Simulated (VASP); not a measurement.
# TaC35 (a cell with a defect) (Graphite 2H) in VASP: electric field gradients with PBE

Aim: the electric field gradients of TaC35 (a cell with a defect) (Graphite 2H) with PBE.

Everything below comes from runs of VASP 6.6.1. Logs are shortened: lines on timing, memory, paths and dates and some standing lists are left out, and cuts for length are marked.

### 1 The cell of the first run

The cell holds a defect, 36 atoms: a = 7.410 Å, b = 7.410 Å, c = 6.790 Å, α = 90.00°, β = 90.00°, γ = 120.00°.

### 2 Electric field gradients, PBE

INCAR

```
SYSTEM = TaC35
ALGO = Normal
EDIFF = 1E-8
ENCUT = 520
GGA = PE
ISIF = 2
ISMEAR = -1
LASPH = .True.
LCHARG = .False.
LEFG = .True.
LREAL = Auto
LWAVE = .False.
NBANDS = 100
NELECT = 150.0
NELM = 80
PREC = Accurate
SIGMA = 0.01
```

KPOINTS

```
k-points
0
Gamma
  3 3 3
  0 0 0
```

POSCAR

```
TaC35
1.0
    7.4100000000      0.0000000000      0.0000000000
   -3.7050000000      6.4172482419      0.0000000000
    0.0000000000      0.0000000000      6.7900000000
C Ta
35 1
Direct
    0.0000000000      0.0000000000      0.0000000000
    0.0000000000      0.3333333333      0.0000000000
    0.0000000000      0.6666666667      0.0000000000
    0.3333333333      0.0000000000      0.0000000000
    0.3333333333      0.3333333333      0.0000000000
    0.3333333333      0.6666666667      0.0000000000
    0.6666666667      0.0000000000      0.0000000000
    0.6666666667      0.3333333333      0.0000000000
    0.6666666667      0.6666666667      0.0000000000
    0.0000000000      0.0000000000      0.5000000000
    0.0000000000      0.3333333333      0.5000000000
    0.0000000000      0.6666666667      0.5000000000
    0.3333333333      0.0000000000      0.5000000000
    0.3333333333      0.3333333333      0.5000000000
    0.3333333333      0.6666666667      0.5000000000
    0.6666666667      0.0000000000      0.5000000000
    0.6666666667      0.3333333333      0.5000000000
    0.6666666667      0.6666666667      0.5000000000
    0.1111111111      0.5555555556      0.0050000000
    0.1111111111      0.8888888889      0.0050000000
    0.4444444444      0.2222222222      0.0050000000
    0.4444444444      0.5555555556      0.0050000000
    0.4444444444      0.8888888889      0.0050000000
    0.7777777778      0.2222222222      0.0050000000
    0.7777777778      0.5555555556      0.0050000000
    0.7777777778      0.8888888889      0.0050000000
    0.2222222222      0.1111111111      0.5050000000
    0.2222222222      0.4444444444      0.5050000000
    0.2222222222      0.7777777778      0.5050000000
    0.5555555556      0.1111111111      0.5050000000
    0.5555555556      0.4444444444      0.5050000000
    0.5555555556      0.7777777778      0.5050000000
    0.8888888889      0.1111111111      0.5050000000
    0.8888888889      0.4444444444      0.5050000000
    0.8888888889      0.7777777778      0.5050000000
    0.1111111111      0.2222222222      0.0050000000
```

Potentials or basis: VASP PAW PBE potentials, release 64 (C, Ta_pv).

Launch:

```sh
$ cat potpaw_PBE.64/C/POTCAR potpaw_PBE.64/Ta_pv/POTCAR > POTCAR
$ mpirun -np 1 vasp_std > vasp.out
```

OUTCAR:

```text
SYSTEM = TaC35
   EDIFF = 1E-8
   ENCUT = 520
   GGA = PE
   ISIF = 2
   ISMEAR = -1
   LASPH = .True.
   LREAL = Auto
   NELECT = 150.0
   NELM = 80
   PREC = Accurate

 ion  position               nearest neighbor table
   1  0.000  0.000  0.000-  36 1.43  26 1.43  20 1.43
   2  0.000  0.333  0.000-  36 1.43  24 1.43  19 1.43
   3  0.000  0.667  0.000-  20 1.43  19 1.43  25 1.43
   4  0.333  0.000  0.000-  21 1.43  20 1.43  23 1.43
   5  0.333  0.333  0.000-  21 1.43  36 1.43  22 1.43
   6  0.333  0.667  0.000-  23 1.43  19 1.43  22 1.43
[... 10 lines left out ...]
  17  0.667  0.333  0.500-  30 1.43  34 1.43  31 1.43
  18  0.667  0.667  0.500-  32 1.43  35 1.43  31 1.43
  19  0.111  0.556  0.005-   6 1.43   3 1.43   2 1.43  36 2.47
  20  0.111  0.889  0.005-   3 1.43   4 1.43   1 1.43  36 2.47
  21  0.444  0.222  0.005-   4 1.43   5 1.43   8 1.43  36 2.47
  22  0.444  0.556  0.005-   6 1.43   5 1.43   9 1.43  36 2.47
  23  0.444  0.889  0.005-   6 1.43   4 1.43   7 1.43
  24  0.778  0.222  0.005-   7 1.43   8 1.43   2 1.43  36 2.47
  25  0.778  0.556  0.005-   9 1.43   3 1.43   8 1.43
  26  0.778  0.889  0.005-   9 1.43   7 1.43   1 1.43  36 2.47
  27  0.222  0.111  0.505-  14 1.43  13 1.43  10 1.43
  28  0.222  0.444  0.505-  14 1.43  11 1.43  15 1.43
  29  0.222  0.778  0.505-  13 1.43  15 1.43  12 1.43
  30  0.556  0.111  0.505-  17 1.43  16 1.43  13 1.43
  31  0.556  0.444  0.505-  17 1.43  18 1.43  14 1.43
  32  0.556  0.778  0.505-  16 1.43  18 1.43  15 1.43
  33  0.889  0.111  0.505-  11 1.43  16 1.43  10 1.43
  34  0.889  0.444  0.505-  17 1.43  11 1.43  12 1.43
  35  0.889  0.778  0.505-  10 1.43  12 1.43  18 1.43
  36  0.111  0.222  0.005-   1 1.43   2 1.43   5 1.43  20 2.47  26 2.47  21 2.47  24 2.47  22 2.47
                            19 2.47

  LATTYP: Found a hexagonal cell.
 ALAT       =     7.4100000000
 C/A-ratio  =     0.9163292848

  Lattice vectors:

 A1 = (   7.4100000000,   0.0000000000,   0.0000000000)
 A2 = (  -3.7050000000,   6.4172482419,   0.0000000000)
 A3 = (   0.0000000000,   0.0000000000,   6.7900000000)

Analysis of symmetry for initial positions (statically):
=====================================================================
 Subroutine PRICEL returns:
 Original cell was already a primitive cell.

 Routine SETGRP: Setting up the symmetry group for a
 hexagonal supercell.

 Subroutine GETGRP returns: Found  6 space group operations
 (whereof  2 operations were pure point group operations)
 out of a pool of 24 trial point group operations.

The static configuration has the point symmetry C_1h.
 The point group associated with its full space group is C_3v.

Analysis of symmetry for dynamics (positions and initial velocities):
=====================================================================
 Subroutine PRICEL returns:
 Original cell was already a primitive cell.

 Routine SETGRP: Setting up the symmetry group for a
 hexagonal supercell.

 Subroutine GETGRP returns: Found  6 space group operations
 (whereof  2 operations were pure point group operations)
 out of a pool of 24 trial point group operations.

The dynamic configuration has the point symmetry C_1h.
 The point group associated with its full space group is C_3v.

 Subroutine INISYM returns: Found  6 space group operations
 (whereof  2 operations are pure point group operations),
 and found     1 'primitive' translations

----------------------------------------------------------------------------------------

                                     Primitive cell

  volume of cell :     322.8768

  direct lattice vectors                    reciprocal lattice vectors
     7.410000000  0.000000000  0.000000000     0.134952767  0.077915016  0.000000000
[... 136 lines left out ...]
   EDIFF  = 0.1E-07   stopping-criterion for ELM
   LREAL  =      T    real-space projection
   EDIFFG = 0.1E-06   stopping-criterion for IOM
   NSW    =      0    number of steps for IOM
   IBRION =     -1    ionic relax: 0-MD 1-quasi-New 2-CG
   NFREE  =      0    steps in history (QN), initial steepest desc. (CG)
   ISIF   =      2    stress and relaxation
   ISYM   =      2    0-nonsym 1-usesym 2-fastsym
   POTIM  = 0.5000    time-step for ionic-motion
   TEBEG  =    0.0;   TEEND  =   0.0 temperature during run
   PSTRESS=    0.0 pullay stress
   NELECT =     150.0000    total number of electrons
   NUPDOWN=      -1.0000    fix difference up-down
   EMIN   =  10.00;   EMAX   =-10.00  energy-range for DOS
   EFERMI =   0.00;   METHOD = LEGACY
   ISMEAR =    -1;   SIGMA  =   0.01  broadening in eV -4-tet -1-fermi 0-gaus
   EFERMI_NEDOS =   21; number of points for ismear=-14 and -15
   IALGO  =     38    algorithm
   IMIX   =      4    mixing-type and parameters
     AMIX     =   0.40;   BMIX     =  1.00
     AMIX_MAG =   1.60;   BMIX_MAG =  1.00
  volume/ion in A,a.u.               =       8.97        60.52
  Fermi-wavevector in a.u.,A,eV,Ry     =   1.267923  2.396028 21.873127  1.607629
  Thomas-Fermi vector in A             =   2.401045
   LORBIT       =      0    0 simple, 1 ext, 2 COOP (PROOUT), +10 PAW based schemes
   GGA     = PE    functional components
   LHFCALC =     F    Hartree Fock is set to
   AEXX    =    0.0000 exact exchange contribution
   IVDW    =     0    specifies the selected vdW correction
   LEPSILON=     F    determine dielectric tensor
   LRPA    =     F    only Hartree local field effects (RPA)
 non-spin polarized calculation
  energy-cutoff  :      520.00
  volume of cell :      322.88
 maximum number of plane-waves:      8719
 NGX is ok and might be reduce to    56
   NGX = 27   NGY = 27   NGZ = 25

 number of electron     150.0000001 magnetization

 Free energy of the ion-electron system (eV)
  ---------------------------------------------------
  ext. energy  EPLUGINS =         0.00000000
  ---------------------------------------------------
  free energy    TOTEN  =      -302.27882671 eV

  energy without entropy =     -302.27300149  energy(sigma->0) =     -302.27591410

 E-fermi :   4.7056     XC(G=0): -10.3389

 val. band max:        4.6985953467   @ k =   0.3333   0.3333   0.0000
 cond. band min:       4.7081027257   @ k =   0.3333   0.3333   0.0000
 fundamental gap:      0.0095073791
 Fermi energy:         4.7055954920

 k-point     1 :       0.0000    0.0000    0.0000
  band No.  band energies     occupation
      1     -30.4109      2.00000
      2     -30.4109      2.00000
      3     -27.6563      2.00000
      4     -14.7690      2.00000
      5     -14.3215      2.00000
      6     -12.2355      2.00000
[... 619 lines left out ...]
     86       8.6785      0.00000
     87       8.7146      0.00000
 [bands above 87 left out]

------------------------ aborting loop because EDIFF is reached ----------------------------------------

  FORCE on cell =-STRESS in cart. coord.  units (eV):
  Direction    XX          YY          ZZ          XY          YZ          ZX
  --------------------------------------------------------------------------------------
  -------------------------------------------------------------------------------------
  Total      106.6896145    106.6896145     -3.8630755      0.0000000      0.0000000      0.0000000
  in kB      529.4145910    529.4145910    -19.1693312      0.0000000      0.0000000      0.0000000
  external PRESSURE =     346.5532836 kB  Pullay stress =       0.0000000 kB

 VOLUME and BASIS-vectors are now :
 -----------------------------------------------------------------------------
  energy-cutoff  :      520.00
  volume of cell :      322.88
      direct lattice vectors                 reciprocal lattice vectors
     7.410000000  0.000000000  0.000000000     0.134952767  0.077915016  0.000000000
    -3.705000000  6.417248242  0.000000000     0.000000000  0.155830032  0.000000000
     0.000000000  0.000000000  6.790000000     0.000000000  0.000000000  0.147275405

 POSITION                                       TOTAL-FORCE (eV/Angst)
 -----------------------------------------------------------------------------------
      0.00000      0.00000      0.00000         0.000000    -44.448431     -1.406113
     -1.23500      2.13908      0.00000       -38.493471     22.224216     -1.406113
     -2.47000      4.27817      0.00000         0.526034      0.303706      0.775906
      2.47000      0.00000      0.00000         0.560151     -0.323403      0.555727
      1.23500      2.13908      0.00000        38.493471     22.224216     -1.406113
     -0.00000      4.27817      0.00000         0.000000      0.646807      0.555727
[... 28 lines left out ...]
      3.70500      4.99119      3.42895         0.000000     -0.050717     -0.569677
      0.00000      1.42606      0.03395         0.000000      0.000000      4.904348
 -----------------------------------------------------------------------------------
    total drift:                               -0.000003     -0.000002      0.033903

  FREE ENERGIE OF THE ION-ELECTRON SYSTEM (eV)
  ---------------------------------------------------
  free  energy   TOTEN  =      -302.2788267052 eV

  energy  without entropy=     -302.2730014851  energy(sigma->0) =     -302.27591410

 Electric field gradients (V/A^2)
---------------------------------------------------------------------
 ion       V_xx      V_yy      V_zz      V_xy      V_xz      V_yz
---------------------------------------------------------------------
   1      11.972   -17.572     5.600    -0.001    -0.000     1.713
   2     -10.185     4.586     5.599    12.792     1.484    -0.857
   3     -15.082   -15.313    30.394     0.199    -0.008    -0.005
   4     -10.871    -8.936    19.807     1.676    -0.389     0.225
   5     -10.185     4.586     5.599   -12.792    -1.484    -0.857
   6      -7.967   -11.839    19.806    -0.000     0.000    -0.450
[... 28 lines left out ...]
  35     -15.713   -14.814    30.527    -0.000    -0.000    -0.065
  36      30.671    30.671   -61.342     0.000     0.000    -0.000
---------------------------------------------------------------------

 Electric field gradients after diagonalization (V/A^2)
 (convention: |V_zz| > |V_xx| > |V_yy|)
----------------------------------------------------------------------
 ion       V_xx      V_yy      V_zz     asymmetry (V_yy - V_xx)/ V_zz
----------------------------------------------------------------------
   1      11.972     5.726   -17.698       0.353
   2      11.971     5.725   -17.696       0.353
   3     -15.427   -14.967    30.394       0.015
   4     -11.845    -7.969    19.813       0.196
   5      11.972     5.725   -17.697       0.353
   6     -11.845    -7.967    19.813       0.196
[... 28 lines left out ...]
  35     -15.713   -14.814    30.527       0.029
  36      30.671    30.671   -61.342       0.000
----------------------------------------------------------------------

           NMR quadrupolar parameters

 Cq : quadrupolar parameter    Cq=e*Q*V_zz/h
 eta: asymmetry parameters     (V_yy - V_xx)/ V_zz
 Q  : nuclear electric quadrupole moment in mb (millibarn)
----------------------------------------------------------------------
 ion       Cq(MHz)       eta       Q (mb)
----------------------------------------------------------------------
   1      -0.043       0.353       1.000
   2      -0.043       0.353       1.000
   3       0.073       0.015       1.000
   4       0.048       0.196       1.000
   5      -0.043       0.353       1.000
   6       0.048       0.196       1.000
[... 28 lines left out ...]
  35       0.074       0.029       1.000
  36      -0.148       0.000       1.000
----------------------------------------------------------------------
```

It took 5 min on 1 thread of Intel Xeon Platinum 8488C (Sapphire Rapids), shared host; peak memory 0.45 GiB.

What came out:

* Free energy: -302.2788 eV
* Largest force: 44.471 eV/Å

Forces on the atoms (eV/Å):
```
C     0.000 -44.448  -1.406
C   -38.493  22.224  -1.406
C     0.526   0.304   0.776
C     0.560  -0.323   0.556
C    38.493  22.224  -1.406
C     0.000   0.647   0.556
C    -0.560  -0.323   0.556
C     0.000  -0.607   0.776
C    -0.526   0.304   0.776
C     0.000  -0.142   0.536
C    -0.123   0.071   0.536
C     0.031   0.018   0.572
C     0.074  -0.043   0.572
C     0.123   0.071   0.536
C     0.000   0.086   0.572
C    -0.074  -0.043   0.572
C     0.000  -0.036   0.572
C    -0.031   0.018   0.572
C    -0.959   1.838  -0.580
C     1.112  -1.749  -0.580
C     2.071  -0.089  -0.580
C     0.959   1.838  -0.580
C     0.000   0.000  -0.522
C    -2.071  -0.089  -0.580
C     0.000   0.000  -0.588
C    -1.112  -1.749  -0.580
C     0.112  -0.064  -0.571
C     0.000   0.129  -0.571
C    -0.013  -0.008  -0.570
C     0.000   0.015  -0.570
C     0.044   0.025  -0.570
C     0.013  -0.008  -0.570
C    -0.112  -0.064  -0.571
C    -0.044   0.025  -0.570
C     0.000  -0.051  -0.570
Ta    0.000   0.000   4.904
```

Levels at points of the mesh, in eV from the Fermi level:
| k point | band 71 | band 72 | band 73 | band 74 | band 75 | band 76 | band 77 | band 78 | band 79 | band 80 |
| --- | --- | --- | --- | --- | --- | --- | --- | --- | --- | --- |
| (0.00, 0.00, 0.00) | -1.54 | -1.23 | -1.23 | -0.04 | -0.02 | -0.02 | 0.18 | 0.18 | 0.63 | 2.21 |

Electric field gradients, principal values (V/Å²):
```
 atom    least   middle  greatest (by size)
  1 C    5.726   11.972             -17.698
  2 C    5.725   11.971             -17.696
  3 C  -14.967  -15.427              30.394
  4 C   -7.969  -11.845              19.813
  5 C    5.725   11.972             -17.697
  6 C   -7.967  -11.845              19.813
  7 C   -7.968  -11.846              19.813
  8 C  -14.966  -15.428              30.394
  9 C  -14.966  -15.428              30.394
 10 C  -16.517  -17.401              33.918
 11 C  -16.518  -17.399              33.918
 12 C  -17.417  -17.687              35.104
 13 C  -16.600  -17.678              34.278
 14 C  -16.517  -17.400              33.917
 15 C  -16.601  -17.677              34.278
 16 C  -16.601  -17.677              34.278
 17 C  -17.417  -17.686              35.103
 18 C  -17.417  -17.686              35.103
 19 C  -19.986  -25.891              45.876
 20 C  -19.985  -25.891              45.876
 21 C  -19.987  -25.890              45.877
 22 C  -19.986  -25.891              45.877
 23 C  -18.059  -18.060              36.119
 24 C  -19.985  -25.893              45.877
 25 C  -21.302  -21.304              42.607
 26 C  -19.985  -25.891              45.877
 27 C  -15.018  -15.964              30.982
 28 C  -15.017  -15.965              30.982
 29 C  -15.714  -15.765              31.479
 30 C  -15.714  -15.764              31.478
 31 C  -14.814  -15.713              30.528
 32 C  -15.716  -15.763              31.479
 33 C  -15.017  -15.964              30.981
 34 C  -14.814  -15.714              30.527
 35 C  -14.814  -15.713              30.527
36 Ta   30.671   30.671             -61.342
```

Caveat: the cell carries a net charge on a neutralising background, which shifts energy and pressure; the cell is charged against a uniform background, so pressure and absolute levels hang on convention; without QUAD_EFG the Cq values of the log hold for a quadrupole moment of 1 mb, not for the nuclei; spin-orbit coupling is left out, which moves the levels of the heavy elements.
